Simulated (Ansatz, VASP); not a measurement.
**One calculation of Nb2Ga3C3, two programs**

The input INCAR:

```
ALGO     = Normal         # electronic algorithm
EDIFF    = 1E-6           # SCF threshold, eV
EDIFFG   = -0.01          # ionic threshold
ENCUT    = 600            # plane-wave cutoff, eV
GGA      = PE             # functional
IBRION   = 2              # ionic algorithm
ISIF     = 3              # what is computed and relaxed
ISMEAR   = 0              # smearing method
LASPH    = T              # aspherical terms in the spheres
LCHARG   = F              # write CHGCAR
LREAL    = F              # projectors in reciprocal space
LWAVE    = F              # write WAVECAR
NELM     = 80             # most SCF steps
NSW      = 100            # ionic steps
PREC     = Accurate       # precision mode
SIGMA    = 0.1            # smearing width, eV
```

The input KPOINTS:

```
k-points
0
Gamma
  8 8 8
```

Contents of POSCAR:

```
Nb2Ga3C3
1.0
    4.8681268583      0.0000000000      0.0000000000
    0.0000000000      4.8681268583      0.0000000000
    0.0000000000      0.0000000000      4.8681268583
Nb Ga C
2 3 3
Direct
    0.5000000000      0.5000000000      0.5000000000
    0.0000000000      0.0000000000      0.0000000000
    0.0000000000      0.5000000000      0.5000000000
    0.5000000000      0.0000000000      0.5000000000
    0.5000000000      0.5000000000      0.0000000000
    0.5000000000      0.0000000000      0.0000000000
    0.0000000000      0.5000000000      0.0000000000
    0.0000000000      0.0000000000      0.5000000000
```

Input for Ansatz:

```yaml
crystal:
  lattice:
    - [4.8681268583, 0.0, 0.0]
    - [0.0, 4.8681268583, 0.0]
    - [0.0, 0.0, 4.8681268583]
  atoms:
    - { symbol: Nb, position: [0.5, 0.5, 0.5] }
    - { symbol: Nb, position: [0.0, 0.0, 0.0] }
    - { symbol: Ga, position: [0.0, 0.5, 0.5] }
    - { symbol: Ga, position: [0.5, 0.0, 0.5] }
    - { symbol: Ga, position: [0.5, 0.5, 0.0] }
    - { symbol: C, position: [0.5, 0.0, 0.0] }
    - { symbol: C, position: [0.0, 0.5, 0.0] }
    - { symbol: C, position: [0.0, 0.0, 0.5] }
basis:
  ecutwfc: 420
kpoints:
  mp_grid: { grid: [8, 8, 8] }
hamiltonian:
  xc: pbe
scf:
  occupations: { method: gaussian, width: 0.1 }
output:
  forces: true
  stress: true
  eigenvalues: true
  write_density: true
  write_potential: true
  elf: true
  volumetric_format: npy
relax:
  adjacent_minimum: "off"
  f_tol: 0.01
  max_steps: 80
  cell: { stress_tol: 0.05 }
```

Alike in both runs: task relaxation of cell and atoms; functional PBE; k mesh 8 × 8 × 8; occupations gaussian, width 0.1 eV; no spin polarisation.

```csv
,VASP,Ansatz
version,VASP 6.6.1,Ansatz 0.2.0
potentials or method,"VASP PAW PBE potentials, release 64 (Nb_sv, Ga_d, C), cutoff 600 eV","scalar-relativistic, plane waves, PAW"
valence electrons in the cell,77,77
```

```tsv
	VASP	Ansatz	Ansatz less VASP
gap on the k mesh at the Fermi level, each at its own relaxed structure (eV)	none	none	-
relaxed volume (Å³/atom)	14.42	14.42	0.000
relaxed cell length with the largest relative difference (Å)	4.868	4.868	0.0000
```

A gap of «none» marks a metal or a gap that the smearing closes.

Noted on VASP's run: the relaxation stopped at its first step, so nothing moved.
